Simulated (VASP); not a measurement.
Input of a VASP 6.6.1 run:

The input INCAR:

```
PREC     = Accurate       # precision mode
ENCUT    = 520            # plane-wave cutoff, eV
EDIFF    = 1E-7           # SCF threshold, eV
ISMEAR   = 0              # smearing method
SIGMA    = 0.1            # smearing width, eV
LREAL    = False          # projectors in reciprocal space
LASPH    = True           # aspherical terms in the spheres
NELM     = 100            # most SCF steps
ALGO     = Fast           # electronic algorithm
ISIF     = 2              # what is computed and relaxed
LWAVE    = False          # write WAVECAR
LCHARG   = False          # write CHGCAR
GGA      = PE             # functional
NBANDS   = 12             # bands
```

KPOINTS

```
regular mesh
0
Gamma
  8 8 8
```

POSCAR

```
Ag
1.0
    0.0000000000      2.0521781800      2.0521781800
    2.0521781800      0.0000000000      2.0521781800
    2.0521781800      2.0521781800      0.0000000000
Ag
1
Direct
    0.0000000000      0.0000000000      0.0000000000
```

Potentials or basis: VASP PAW PBE potentials, release 64 (Ag).

Command:

```bash
$ cat potpaw_PBE.64/Ag/POTCAR > POTCAR
$ mpirun -np 1 vasp_std > vasp.out
```

Question: Predict the band gap on the k mesh.

Answer: Zero (an odd number of electrons rules out a gap without spin polarisation).

Question: Estimate the pressure.

Answer: 3.5 GPa.

Caveat: the cell stands under pressure.
